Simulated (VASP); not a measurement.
Write the native input for VASP 6.6.1 that does the following.

- Task: relaxation of cell and atoms
- Functional: HF
- Potentials or basis: VASP PAW PBE potentials, release 64 (Sb)
- Cutoff: 600 eV
- k mesh: 5 × 5 × 5
- Occupations: fermi-dirac, width 0.05 eV
- Spin: no spin polarisation
- Dipole correction: no
- Grid for exact exchange (PRECFOCK): Normal
- Further INCAR settings: ALGO = Normal; EDIFF = 1e-06; IBRION = 2; EDIFFG = -0.01; NSW = 60; ISIF = 3

Sb:

```
Sb
1.0
     0.00000    2.37124    2.37124
     2.37124    0.00000    2.37124
     2.37124    2.37124    0.00000
Sb
1
Direct
  0.00000 0.00000 0.00000
```

These files were run (other wordings do the same):

POSCAR

```
Sb
1.0
    0.0000000000      2.3712425216      2.3712425216
    2.3712425216      0.0000000000      2.3712425216
    2.3712425216      2.3712425216      0.0000000000
Sb
1
Direct
    0.0000000000      0.0000000000      0.0000000000
```

INCAR.step1

```
  ALGO = Normal
  EDIFF = 1E-5
  ENCUT = 600
  GGA = PE
  ISMEAR = -1
  LASPH = T
  LCHARG = F
  LREAL = F
  LWAVE = T
  NBANDS = 8
  NELM = 80
  PREC = Accurate
  SIGMA = 0.05
```

INCAR.step2

```
  AEXX = 1.0
  AGGAC = 0.0
  ALDAC = 0.0
  ALGO = Normal
  EDIFF = 1E-6
  EDIFFG = -0.01
  ENCUT = 600
  GGA = PE
  IBRION = 2
  ISIF = 3
  ISMEAR = -1
  ISTART = 1
  LASPH = T
  LCHARG = F
  LHFCALC = T
  LREAL = F
  LWAVE = F
  NELM = 80
  NSW = 60
  PREC = Accurate
  PRECFOCK = Normal
  SIGMA = 0.05
```

KPOINTS

```
k-points
0
Gamma
  5 5 5
```

Potentials or basis: VASP PAW PBE potentials, release 64 (Sb).

Run with:

```sh
$ cat potpaw_PBE.64/Sb/POTCAR > POTCAR
$ cp INCAR.step1 INCAR
$ mpirun -np 1 vasp_std > vasp.out
$ cp INCAR.step2 INCAR
$ mpirun -np 1 vasp_std > vasp.out
```

Results of the run:

```
Relaxed volume                         : 18.21 Å³/atom
Relaxed cell                           : a = 2.953 Å, b = 2.953 Å, c = 2.953 Å, α = 60.00°, β = 60.00°, γ = 60.00°
Space group after relaxing (to 0.05 Å) : Fm-3m (No. 225)
Energy gained by relaxing              : 1010.1 meV/atom
Ionic steps                            : 9
Pressure after relaxing                : 0.0 GPa
```

Caveat: the k points lie up to 0.52 Å⁻¹ apart in the final cell; the volume moved by over 15 % at a fixed basis, so the end points are rough; the PAW data sets were made with another functional, which shifts forces and pressure a little.

Run time: 33 min on 1 thread of Intel(R) Xeon(R) Platinum 8488C (Sapphire Rapids), with other jobs on the host, peak memory 0.24 GiB.
